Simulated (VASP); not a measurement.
Runs of VASP 6.6.1 on Ni. The structure is that of space group I4/mmm (No. 139), or close to it. The cells are those of the table. 

```tsv
cell	gap on the mesh (eV)	pressure (GPa)	moment (μB)
a = 2.643, b = 2.474, c = 2.370 Å, angles 66.1, 58.9, 55.1°, 1 atom	none	4.5	0.58
a = 2.596, b = 2.596, c = 2.301 Å, angles 63.7, 63.7, 52.6°, 1 atom	none	7.7	(b)
a = 2.411, b = 2.411, c = 2.674 Å, angles 56.3, 56.3, 67.4°, 1 atom	none	5.2	0.56
a = 2.534, b = 2.442, c = 2.489 Å, angles 61.8, 58.2, 60.0°, 1 atom	none	0.7	0.63
a = 2.580, b = 2.398, c = 2.494 Å, angles 63.6, 56.4, 60.0°, 1 atom	none	2.2	0.61
a = 2.433, b = 2.433, c = 2.612 Å, angles 57.5, 57.5, 64.9°, 1 atom	none	(a)	0.60
a = 2.583, b = 2.289, c = 2.626 Å, angles 63.0, 52.1, 64.9°, 1 atom	none	9.2	0.52
```

Alike in all rows: task single point; level PBE; potentials or basis VASP PAW PBE potentials, release 64 (Ni); spin collinear, ferromagnetic start; k mesh 22 × 22 × 22; cutoff (eV) 520; smearing gaussian 0.15 eV.

Problem. Estimate the missing entries.

Solution. (a) 2.6; (b) 0.54.

Caveats: the cell stands under pressure (at least some runs).

A gap of «none» marks levels without a gap at the run's occupations.
